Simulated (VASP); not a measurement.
Si40H16Ru: single point with PBEsol

The system is Si40H16Ru, a slab with vacuum.

```
H Si Ru
1.0
     7.67918    0.00000    0.00000
     0.00000   15.35836    0.00000
     0.00000    0.00000   17.25550
H Si Ru
16 40 1
Direct
  0.40939 0.00000 0.05795
  0.09061 0.00000 0.05795
  0.90939 0.00000 0.05795
  0.59061 0.00000 0.05795
  0.40939 0.25000 0.05795
  0.09061 0.25000 0.05795
  0.90939 0.25000 0.05795
  0.59061 0.25000 0.05795
  0.40939 0.50000 0.05795
  0.09061 0.50000 0.05795
  0.90939 0.50000 0.05795
  0.59061 0.50000 0.05795
  0.40939 0.75000 0.05795
  0.09061 0.75000 0.05795
  0.90939 0.75000 0.05795
  0.59061 0.75000 0.05795
  0.25000 0.00000 0.10811
  0.75000 0.00000 0.10811
  0.25000 0.25000 0.10811
  0.75000 0.25000 0.10811
  0.25000 0.50000 0.10811
  0.75000 0.50000 0.10811
  0.25000 0.75000 0.10811
  0.75000 0.75000 0.10811
  0.23991 0.12494 0.18241
  0.76010 0.12495 0.18237
  0.25202 0.37520 0.18913
  0.74787 0.37515 0.18920
  0.25052 0.62526 0.18279
  0.74926 0.62525 0.18279
  0.25202 0.87457 0.18854
  0.74794 0.87451 0.18848
  0.99997 0.12479 0.26775
  0.50004 0.12478 0.24627
  0.00004 0.38078 0.26829
  0.49993 0.37724 0.27213
  0.99988 0.62178 0.25762
  0.49989 0.62213 0.25904
  0.99988 0.87140 0.26739
  0.49997 0.87478 0.27088
  0.99659 0.99742 0.34524
  0.49860 0.01094 0.33254
  0.00334 0.25317 0.34400
  0.50236 0.23934 0.33173
  0.00033 0.50699 0.34559
  0.49974 0.50622 0.34696
  0.00001 0.74408 0.34304
  0.49996 0.74540 0.34529
  0.23800 0.05035 0.40769
  0.75841 0.04656 0.41269
  0.24075 0.20220 0.41124
  0.76339 0.19839 0.40665
  0.24925 0.53156 0.42368
  0.75082 0.53151 0.42322
  0.24997 0.67180 0.37981
  0.75002 0.67181 0.37972
  0.50015 0.12536 0.42784
```

- Program: VASP 6.6.1
- Task: single point
- Functional: PBEsol
- Potentials or basis: VASP PAW PBE potentials, release 64 (H, Si, Ru_pv)
- Cutoff: 400 eV
- k mesh: 2 × 1 × 1
- Occupations: gaussian, width 0.02 eV
- Spin: no spin polarisation

| Property | Result |
| --- | --- |
| Largest force | 0.519 eV/Å |
| Band gap on the k mesh | 0.45 eV (least direct gap 0.51 eV) |

Forces on the atoms (eV/Å):
```
H   -0.440 -0.044 -0.024
H    0.467 -0.197 -0.102
H   -0.468 -0.199 -0.104
H    0.440 -0.044 -0.023
H   -0.443  0.020 -0.026
H    0.470  0.173 -0.101
H   -0.469  0.173 -0.100
H    0.443  0.020 -0.028
H   -0.447 -0.054 -0.083
H    0.456 -0.078 -0.054
H   -0.455 -0.076 -0.054
H    0.446 -0.057 -0.082
H   -0.472  0.069 -0.068
H    0.491  0.093 -0.042
H   -0.491  0.093 -0.040
H    0.474  0.066 -0.070
Si  -0.194 -0.194  0.124
Si   0.200 -0.198  0.120
Si  -0.192  0.278  0.137
Si   0.187  0.278  0.138
Si   0.071 -0.242  0.118
Si  -0.067 -0.248  0.123
Si   0.052  0.185  0.081
Si  -0.059  0.180  0.077
Si  -0.003 -0.001  0.000
Si   0.002  0.001  0.000
Si  -0.001 -0.002 -0.002
Si   0.001  0.000 -0.001
Si   0.000  0.002  0.000
Si   0.000  0.002  0.002
Si  -0.001  0.001 -0.002
Si   0.000 -0.001 -0.002
Si   0.004  0.002 -0.001
Si   0.002 -0.009 -0.009
Si   0.003  0.003  0.001
Si  -0.002  0.003  0.001
Si   0.004  0.000  0.001
Si  -0.002 -0.001  0.000
Si   0.002 -0.001  0.005
Si   0.000 -0.003  0.002
Si  -0.004  0.001 -0.009
Si   0.000 -0.014 -0.004
Si   0.000  0.010 -0.009
Si  -0.009  0.025 -0.002
Si  -0.004 -0.003  0.001
Si   0.003 -0.002  0.001
Si  -0.001  0.010 -0.001
Si   0.000  0.018  0.003
Si  -0.007 -0.017  0.007
Si   0.014 -0.025  0.000
Si  -0.003  0.011  0.004
Si   0.005  0.003  0.015
Si  -0.001 -0.016  0.015
Si  -0.001 -0.014  0.026
Si   0.002  0.005 -0.005
Si   0.000  0.003 -0.002
Ru  -0.007  0.014  0.048
```

Levels at points of the mesh, in eV from the valence-band top:
| k point | band 91 | band 92 | band 93 | band 94 | band 95 | band 96 | band 97 | band 98 | band 99 | band 100 |
| --- | --- | --- | --- | --- | --- | --- | --- | --- | --- | --- |
| (0.00, 0.00, 0.00) | -0.66 | -0.50 | -0.44 | -0.38 | -0.06 | 0.45 | 0.48 | 0.58 | 0.87 | 0.92 |
| (0.50, 0.00, 0.00) | -0.72 | -0.41 | -0.40 | -0.16 | 0.00 | 0.67 | 0.83 | 0.87 | 1.07 | 1.16 |

It took 27 min on 1 thread of AMD EPYC 7R43 64-Core Processor (Zen 3), on a shared host, peak memory 1.2 GiB.

Caveat: the PAW data sets were made with another functional, which shifts forces and pressure a little.
